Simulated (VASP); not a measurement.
# Pt (I4/mmm) in VASP: a series of runs

Pt is run at these levels: PBEsol; tasks: single point.

All numbers are computed with VASP 6.6.1; they aren't measurements. Logs are shortened: lines on timing, memory, paths and dates and some standing lists are left out, and cuts for length are marked.

### Step 1. The cell of the first run

Symmetry: I4/mmm, No. 139, tetragonal system. The conventional cell has a = 3.168 Å, b = 3.168 Å, c = 3.263 Å, α = 90.00°, β = 90.00°, γ = 90.00°. Pt (site symmetry 4/mmm) has 14 Pt at 2.77 to 3.26 Å within 3.7 Å.

### Step 2. Single point, PBEsol (strain +0.0300 x Voigt [0, 0, 1, 0, 0, 0])

File INCAR:

```
PREC     = Accurate       # precision mode
ENCUT    = 520            # plane-wave cutoff, eV
EDIFF    = 1E-6           # SCF threshold, eV
ISMEAR   = 0              # smearing method
SIGMA    = 0.15           # smearing width, eV
LREAL    = False          # projectors in reciprocal space
LASPH    = True           # aspherical terms in the spheres
NELM     = 100            # most SCF steps
ALGO     = Fast           # electronic algorithm
ISIF     = 2              # what is computed and relaxed
LWAVE    = False          # write WAVECAR
LCHARG   = False          # write CHGCAR
GGA      = PS             # functional
NBANDS   = 11             # bands
```

File KPOINTS:

```
regular mesh
0
Gamma
  22 22 22
```

File POSCAR:

```
Pt
1.0
   -1.5842200000      1.5842200000      1.6317466000
    1.5842200000     -1.5842200000      1.6317466000
    1.5842200000      1.5842200000     -1.6317466000
Pt
1
Direct
    0.0000000000      0.0000000000      0.0000000000
```

Potentials or basis: VASP PAW PBE potentials, release 64 (Pt).

The run is started by

```
$ cat potpaw_PBE.64/Pt/POTCAR > POTCAR
$ mpirun -np 1 vasp_std > vasp.out
```

OUTCAR:

```text
PREC = Accurate
   ENCUT = 520
   EDIFF = 1E-6
   ISMEAR = 0
   LREAL = False
   LASPH = True
   NELM = 100
   ISIF = 2
   GGA = PS

 ion  position               nearest neighbor table
   1  0.000  0.000  0.000-

  LATTYP: Found a body centered tetragonal cell.
 ALAT       =     3.1684400000
 C/A-ratio  =     1.0300000000

  Lattice vectors:

 A1 = (  -1.5842200000,   1.5842200000,   1.6317466000)
 A2 = (   1.5842200000,  -1.5842200000,   1.6317466000)
 A3 = (   1.5842200000,   1.5842200000,  -1.6317466000)

Analysis of symmetry for initial positions (statically):
=====================================================================
 Subroutine PRICEL returns:
 Original cell was already a primitive cell.

 Routine SETGRP: Setting up the symmetry group for a
 body centered tetragonal supercell.

 Subroutine GETGRP returns: Found 16 space group operations
 (whereof 16 operations were pure point group operations)
 out of a pool of 16 trial point group operations.

The static configuration has the point symmetry D_4h.

Analysis of symmetry for dynamics (positions and initial velocities):
=====================================================================
 Subroutine PRICEL returns:
 Original cell was already a primitive cell.

 Routine SETGRP: Setting up the symmetry group for a
 body centered tetragonal supercell.

 Subroutine GETGRP returns: Found 16 space group operations
 (whereof 16 operations were pure point group operations)
 out of a pool of 16 trial point group operations.

The dynamic configuration has the point symmetry D_4h.

 Subroutine INISYM returns: Found 16 space group operations
 (whereof 16 operations are pure point group operations),
 and found     1 'primitive' translations

----------------------------------------------------------------------------------------

                                     Primitive cell

  volume of cell :      16.3811

  direct lattice vectors                    reciprocal lattice vectors
    -1.584220000  1.584220000  1.631746600     0.000000000  0.315612731  0.306420127
     1.584220000 -1.584220000  1.631746600     0.315612731  0.000000000  0.306420127
     1.584220000  1.584220000 -1.631746600     0.315612731  0.315612731  0.000000000

  length of vectors
     2.771660691  2.771660691  2.771660691     0.439891680  0.439891680  0.446343804

  position of ions in fractional coordinates (direct lattice)
     0.000000000  0.000000000  0.000000000

  ion indices of the primitive-cell ions
   primitive index   ion index
                 1           1

----------------------------------------------------------------------------------------

 KPOINTS: regular mesh

Automatic generation of k-mesh.
 Grid dimensions read from file:
 generate k-points for:   22   22   22

 Generating k-lattice:

  Cartesian coordinates                     Fractional coordinates (reciprocal lattice)
     0.000000000  0.014346033  0.013928188     0.045454545  0.000000000  0.000000000
     0.014346033  0.000000000  0.013928188     0.000000000  0.045454545  0.000000000
     0.014346033  0.014346033  0.000000000     0.000000000  0.000000000  0.045454545

  Length of vectors
     0.019995076  0.019995076  0.020288355

  Shift w.r.t. Gamma in fractional coordinates (k-lattice)
     0.000000000  0.000000000  0.000000000

 Subroutine IBZKPT returns following result:
 ===========================================

 Found    834 irreducible k-points:

 Following reciprocal coordinates:
            Coordinates               Weight
  0.000000  0.000000  0.000000      1.000000
  0.045455  0.000000  0.000000      8.000000
  0.090909  0.000000  0.000000      8.000000
  0.136364 -0.000000  0.000000      8.000000
  0.181818 -0.000000  0.000000      8.000000
  0.227273  0.000000  0.000000      8.000000
[... 16 lines left out ...]
  0.500000  0.045455  0.000000     16.000000
 -0.454545  0.045455 -0.000000     16.000000
 [... further k-points ...]
   k-points           NKPTS =    834   k-points in BZ     NKDIM =    834   number of bands    NBANDS=     11
   number of dos      NEDOS =    301   number of ions     NIONS =      1
   total plane-waves  NPLWV =  13824
   dimension x,y,z NGX =    24 NGY =   24 NGZ =   24
   dimension x,y,z NGXF=    48 NGYF=   48 NGZF=   48
   ions per type =               1
   NGX,Y,Z   is equivalent  to a cutoff of  14.40, 14.40, 14.40 a.u.
   NGXF,Y,Z  is equivalent  to a cutoff of  28.79, 28.79, 28.79 a.u.
 SYSTEM =  unknown system
   PREC   = accura    normal or accurate (medium, high low for compatibility)
   ISTART =      0    job   : 0-new  1-cont  2-samecut
   ICHARG =      2    charge: 1-file 2-atom 10-const
   ISPIN  =      1    spin polarized calculation?
   LNONCOLLINEAR =      F non collinear calculations
   LSORBIT =      F    spin-orbit coupling
   LASPH  =      T    aspherical Exc in radial PAW
   ENCUT  =  520.0 eV  38.22 Ry    6.18 a.u.   5.15  5.15  5.15*2*pi/ulx,y,z
   NELM   =    100;   NELMIN=  2; NELMDL= -5     # of ELM steps
   EDIFF  = 0.1E-05   stopping-criterion for ELM
   LREAL  =      F    real-space projection
[... 7 lines left out ...]
   TEBEG  =    0.0;   TEEND  =   0.0 temperature during run
   PSTRESS=    0.0 pullay stress
   NELECT =      10.0000    total number of electrons
   NUPDOWN=      -1.0000    fix difference up-down
   EMIN   =  10.00;   EMAX   =-10.00  energy-range for DOS
   EFERMI =   0.00;   METHOD = LEGACY
   ISMEAR =     0;   SIGMA  =   0.15  broadening in eV -4-tet -1-fermi 0-gaus
   EFERMI_NEDOS =   21; number of points for ismear=-14 and -15
   IALGO  =     68    algorithm
   IMIX   =      4    mixing-type and parameters
     AMIX     =   0.40;   BMIX     =  1.00
     AMIX_MAG =   1.60;   BMIX_MAG =  1.00
  volume/ion in A,a.u.               =      16.38       110.55
  Fermi-wavevector in a.u.,A,eV,Ry     =   1.388759  2.624374 26.240903  1.928652
  Thomas-Fermi vector in A             =   2.512855
   LORBIT       =      0    0 simple, 1 ext, 2 COOP (PROOUT), +10 PAW based schemes
   GGA     = PS    functional components
   LHFCALC =     F    Hartree Fock is set to
   AEXX    =    0.0000 exact exchange contribution
   IVDW    =     0    specifies the selected vdW correction
   LEPSILON=     F    determine dielectric tensor
   LRPA    =     F    only Hartree local field effects (RPA)
 non-spin polarized calculation
 RMM-DIIS sequential band-by-band and
 Gauss-broadening in eV      SIGMA  =   0.15
  energy-cutoff  :      520.00
  volume of cell :       16.38
 maximum number of plane-waves:       456
 NGX is ok and might be reduce to    24
   NGX = 11   NGY = 11   NGZ = 11

 number of electron      10.0000000 magnetization

 Free energy of the ion-electron system (eV)
  ---------------------------------------------------
  ext. energy  EPLUGINS =         0.00000000
  ---------------------------------------------------
  free energy    TOTEN  =        -6.78977461 eV

  energy without entropy =       -6.77607661  energy(sigma->0) =       -6.78292561

 E-fermi :   9.3770     XC(G=0): -13.1360

 val. band max:        9.3757341593   @ k =  -0.3182   0.3182   0.1364
 cond. band min:       9.3771152159   @ k =  -0.4091   0.4091   0.0455
 fundamental gap:      0.0013810566
 Fermi energy:         9.3770409286

 k-point     1 :       0.0000    0.0000    0.0000
  band No.  band energies     occupation
      1       0.1925      2.00000
      2       6.0204      2.00000
      3       6.0204      2.00000
      4       6.2517      2.00000
      5       8.3150      2.00000
      6       8.6085      2.00000
      7      26.1209      0.00000
      8      26.6586      0.00000
      9      26.6586      0.00000
     10      35.3437      0.00000
     11      35.8621      0.00000

 k-point     2 :       0.0455    0.0000    0.0000
  band No.  band energies     occupation
      1       0.2733      2.00000
      2       6.0222      2.00000
      3       6.0303      2.00000
      4       6.2748      2.00000
      5       8.2861      2.00000
      6       8.5967      2.00000
      7      26.1838      0.00000
      8      26.6917      0.00000
      9      26.7746      0.00000
     10      34.0682      0.00000
     11      34.9682      0.00000

 k-point     3 :       0.0909    0.0000    0.0000
  band No.  band energies     occupation
      1       0.5116      2.00000
      2       5.9909      2.00000
      3       6.0244      2.00000
      4       6.4151      2.00000
      5       8.2027      2.00000
      6       8.5748      2.00000
      7      26.3231      0.00000
      8      26.7260      0.00000
      9      27.1169      0.00000
     10      32.7223      0.00000
     11      33.4653      0.00000

 k-point     4 :       0.1364   -0.0000    0.0000
  band No.  band energies     occupation
      1       0.8934      2.00000
      2       5.8743      2.00000
      3       6.0207      2.00000
      4       6.7040      2.00000
      5       8.0905      2.00000
      6       8.5609      2.00000
      7      26.3524      0.00000
      8      26.5586      0.00000
      9      27.6692      0.00000
     10      31.7425      0.00000
     11      32.1912      0.00000

 k-point     5 :       0.1818   -0.0000    0.0000
  band No.  band energies     occupation
      1       1.3902      2.00000
      2       5.7139      2.00000
      3       6.0150      2.00000
      4       7.1117      2.00000
      5       7.9978      2.00000
      6       8.5604      2.00000
      7      25.6370      0.00000
      8      26.2565      0.00000
      9      28.4048      0.00000
     10      31.3072      0.00000
     11      31.6281      0.00000
[... 211 lines left out ...]
 k-point    21 :       0.4091    0.0455    0.0000
  band No.  band energies     occupation
      1       3.1806      2.00000
      2       4.9013      2.00000
      3       8.0243      2.00000
      4       8.3560      2.00000
      5       9.0364      1.99868
      6      10.3539      0.00000
      7      16.3936      0.00000
      8      22.9822      0.00000
      9      25.3839      0.00000
     10      33.0449      0.00000
     11      33.3673      0.00000

 k-point    22 :       0.4545    0.0455    0.0000
  band No.  band energies     occupation
      1       3.1761      2.00000
      2       4.8550      2.00000
      3       8.1456      2.00000
      4       8.5115      2.00000
      5       9.4016      0.81655
      6      10.7269      0.00000
      7      15.3979      0.00000
      8      22.7771      0.00000
      9      24.9624      0.00000
     10      32.9091      0.00000
     11      33.7583      0.00000

 k-point    23 :       0.5000    0.0455    0.0000
  band No.  band energies     occupation
      1       3.1759      2.00000
      2       4.8541      2.00000
      3       8.1004      2.00000
      4       8.5821      2.00000
      5       9.3941      0.87229
      6      10.7260      0.00000
      7      15.3800      0.00000
      8      22.7736      0.00000
      9      24.9673      0.00000
     10      32.8499      0.00000
     11      33.8088      0.00000

 k-point    24 :      -0.4545    0.0455   -0.0000
  band No.  band energies     occupation
      1       3.1801      2.00000
      2       4.8987      2.00000
      3       7.9360      2.00000
      4       8.5217      2.00000
      5       9.0053      1.99954
      6      10.3473      0.00000
      7      16.3516      0.00000
      8      22.9719      0.00000
      9      25.3989      0.00000
     10      32.8418      0.00000
     11      33.5395      0.00000

 [... further k-points ...]
[... 5 lines left out ...]
  --------------------------------------------------------------------------------------
  -------------------------------------------------------------------------------------
  Total       -1.8376293     -1.8376293     -1.5898358      0.0000000     -0.0000000     -0.0000000
  in kB     -179.7317480   -179.7317480   -155.4959751      0.0000000     -0.0000000     -0.0000000
  external PRESSURE =    -171.6531570 kB  Pullay stress =       0.0000000 kB

 VOLUME and BASIS-vectors are now :
 -----------------------------------------------------------------------------
  energy-cutoff  :      520.00
  volume of cell :       16.38
      direct lattice vectors                 reciprocal lattice vectors
    -1.584220000  1.584220000  1.631746600     0.000000000  0.315612731  0.306420127
     1.584220000 -1.584220000  1.631746600     0.315612731  0.000000000  0.306420127
     1.584220000  1.584220000 -1.631746600     0.315612731  0.315612731  0.000000000

 POSITION                                       TOTAL-FORCE (eV/Angst)
 -----------------------------------------------------------------------------------
      0.00000      0.00000      0.00000        -0.000000      0.000000      0.000000
 -----------------------------------------------------------------------------------
    total drift:                               -0.000000      0.000000      0.000000

  FREE ENERGIE OF THE ION-ELECTRON SYSTEM (eV)
  ---------------------------------------------------
  free  energy   TOTEN  =        -6.7897746142 eV

  energy  without entropy=       -6.7760766092  energy(sigma->0) =       -6.78292561
```

It took 46 s on 1 thread of Intel Xeon 6975P-C (Granite Rapids), shared host; peak memory 0.27 GiB.

What came out:

```
Free energy            : -6.7898 eV
Pressure               : -17.2 GPa
Band gap on the k mesh : zero (band 5 reaches 10.39 eV, above the bottom of band 6 at 8.37 eV)
```

Caveat: the cell differs from its parent crystal (strain +0.0300 x Voigt [0, 0, 1, 0, 0, 0]); the PAW data sets were made with another functional, which shifts forces and pressure a little; spin-orbit coupling is left out, which moves the levels of the heavy elements.

### Step 3. Single point, PBEsol (strain +0.0350 x Voigt [0, 0, 1, 0, 0, 0])

File INCAR:

```
  PREC = Accurate
  ENCUT = 520
  EDIFF = 1E-6
  ISMEAR = 0
  SIGMA = 0.15
  LREAL = F
  LASPH = T
  NELM = 80
  ALGO = Fast
  ISIF = 2
  LWAVE = F
  LCHARG = T
  GGA = PS
  LELF = T
  LVHAR = T
  NBANDS = 11
```

KPOINTS is that of step 2.

File POSCAR:

```
Pt
1.0
   -1.5842200000      1.5842200000      1.6396677000
    1.5842200000     -1.5842200000      1.6396677000
    1.5842200000      1.5842200000     -1.6396677000
Pt
1
Direct
    0.0000000000      0.0000000000      0.0000000000
```

Potentials or basis: VASP PAW PBE potentials, release 64 (Pt).

The run is started by

```
$ cat potpaw_PBE.64/Pt/POTCAR > POTCAR
$ mpirun -np 1 vasp_std > vasp.out
```

Run time: 47 s. Hardware: 1 thread of Intel Xeon 6975P-C (Granite Rapids), shared host; peak memory 0.27 GiB.

Results (log left out):

| Property | Result |
| --- | --- |
| Free energy | -6.7819 eV |
| Pressure | -18.0 GPa |
| Band gap on the k mesh | zero (band 5 reaches 10.30 eV, above the bottom of band 6 at 8.28 eV) |

Stress tensor (GPa, compression positive):
```
-18.95   0.00   0.00
  0.00 -18.95   0.00
  0.00   0.00 -16.23
```

Levels at points of the mesh, in eV from the Fermi level:
| k point | band 2 | band 3 | band 4 | band 5 | band 6 | band 7 | band 8 | band 9 |
| --- | --- | --- | --- | --- | --- | --- | --- | --- |
| (0.00, 0.00, 0.00) | -3.34 | -3.34 | -3.08 | -1.08 | -0.74 | 16.69 | 17.31 | 17.31 |
| (0.50, 0.00, 0.00) | -4.49 | -1.25 | -0.61 | 0.28 | 0.95 | 5.84 | 13.37 | 15.74 |
| (0.50, 0.50, 0.00) | -4.79 | -0.86 | -0.51 | 0.49 | 1.01 | 6.12 | 12.96 | 14.94 |
| (0.50, 0.50, 0.50) | -5.67 | 0.43 | 0.52 | 0.52 | 6.86 | 7.87 | 7.87 | 12.09 |

Caveat: the cell differs from its parent crystal (strain +0.0350 x Voigt [0, 0, 1, 0, 0, 0]); the PAW data sets were made with another functional, which shifts forces and pressure a little; spin-orbit coupling is left out, which moves the levels of the heavy elements.

(Continued in part 2 of 2.)
